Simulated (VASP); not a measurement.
# Zr: electric field gradients with PBEsol

The system is Zr.

```
Zr
1.0
     3.23200    0.00000    0.00000
    -1.61600    2.79899    0.00000
     0.00000    0.00000    5.14700
Zr
2
Cartesian
  0.0000 1.8660 1.2868
  1.6160 0.9330 3.8603
```

```json
{
  "Program": "VASP 6.6.1",
  "Task": "electric field gradients",
  "Functional": "PBEsol",
  "Potentials or basis": "VASP PAW PBE potentials, release 64 (Zr_sv)",
  "Cutoff": "520 eV",
  "k mesh": "13 × 13 × 7",
  "Occupations": "fermi-dirac, width 0.08 eV",
  "Spin": "no spin polarisation",
  "Dipole correction": "no",
  "Further INCAR settings": "ALGO = Normal; EDIFF = 1e-08; NBANDS = 19"
}
```

| Quantity | Value |
| --- | --- |
| Pressure | -3.2 GPa |
| Band gap on the k mesh | zero (bands 12 and 13 overlap by 1.08 eV) |
| Largest electric field gradient by atom | Zr +41.7 V/Å² |

Stress tensor (GPa, compression positive):
```
-3.44  0.00  0.00
 0.00 -3.44  0.00
 0.00  0.00 -2.79
```

Levels at points of the mesh, in eV from the Fermi level:
| k point | band 10 | band 11 | band 12 | band 13 | band 14 | band 15 |
| --- | --- | --- | --- | --- | --- | --- |
| (0.00, 0.00, 0.00) | -3.03 | 0.87 | 0.87 | 1.02 | 1.20 | 1.56 |

Electric field gradients, principal values (V/Å²):
```tsv
atom	least	middle	greatest (by size)
1 Zr	-20.832	-20.832	41.664
2 Zr	-20.832	-20.832	41.664
```

Wall time 61 s on 1 thread of Intel(R) Xeon(R) Platinum 8259CL CPU @ 2.50GHz (Skylake/Cascade Lake) (shared host), peak memory 0.19 GiB.

Caveat: the cell stands under tension; without QUAD_EFG the Cq values of the log hold for a quadrupole moment of 1 mb, not for the nuclei; the PAW data sets were made with another functional, which shifts forces and pressure a little.
